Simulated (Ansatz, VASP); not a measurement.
**Two plane-wave programs on LiH**

INCAR

```
SYSTEM = LiH
PREC = Accurate
ENCUT = 520
EDIFF = 1E-7
ISMEAR = 0
SIGMA = 0.02
LREAL = .FALSE.
LASPH = .TRUE.
NELM = 60
ALGO = Normal
ISIF = 2
LWAVE = .FALSE.
LCHARG = .TRUE.
GGA = PE
LELF = .TRUE.
LVHAR = .TRUE.
NBANDS = 9
```

Contents of KPOINTS:

```
regular mesh
0
G
  10 10 10
  0 0 0
```

POSCAR

```
LiH
1.0
    0.0000000000      1.9831609953      1.9831609953
    1.9831609953      0.0000000000      1.9831609953
    1.9831609953      1.9831609953      0.0000000000
Li H
1 1
Direct
    0.0000000000      0.0000000000      0.0000000000
    0.5000000000      0.5000000000      0.5000000000
```

Input for Ansatz:

```yaml
crystal:
  lattice:
    - [0.0, 1.9831609953, 1.9831609953]
    - [1.9831609953, 0.0, 1.9831609953]
    - [1.9831609953, 1.9831609953, 0.0]
  atoms:
    - { symbol: Li, position: [0.0, 0.0, 0.0] }
    - { symbol: H, position: [0.5, 0.5, 0.5] }
basis:
  ecutwfc: 420
kpoints:
  mp_grid: { grid: [10, 10, 10] }
hamiltonian:
  xc: pbe
scf:
  occupations: { method: gaussian, width: 0.02 }
output:
  forces: true
  stress: true
  eigenvalues: true
```

Alike in both runs: task single point; functional PBE; k mesh 10 × 10 × 10; occupations gaussian, width 0.02 eV; no spin polarisation.

|  | VASP | Ansatz |
| --- | --- | --- |
| version | VASP 6.6.1 | Ansatz 0.2.0 |
| potentials or method | VASP PAW PBE potentials, release 64 (Li_sv, H), cutoff 520 eV | scalar-relativistic, plane waves, PAW |
| valence electrons in the cell | 4 | 4 |

|  | VASP | Ansatz | Ansatz less VASP |
| --- | --- | --- | --- |
| gap on the k mesh at the Fermi level (eV) | 2.96 | 2.96 | +0.006 |
| least direct gap on the mesh (eV) | 2.96 | 2.96 | +0.006 |

The functional is the same, so the differences come from potentials, cutoffs and numerics.

Noted on VASP's run: the cutoff is short for stress, so the pressure is rough.
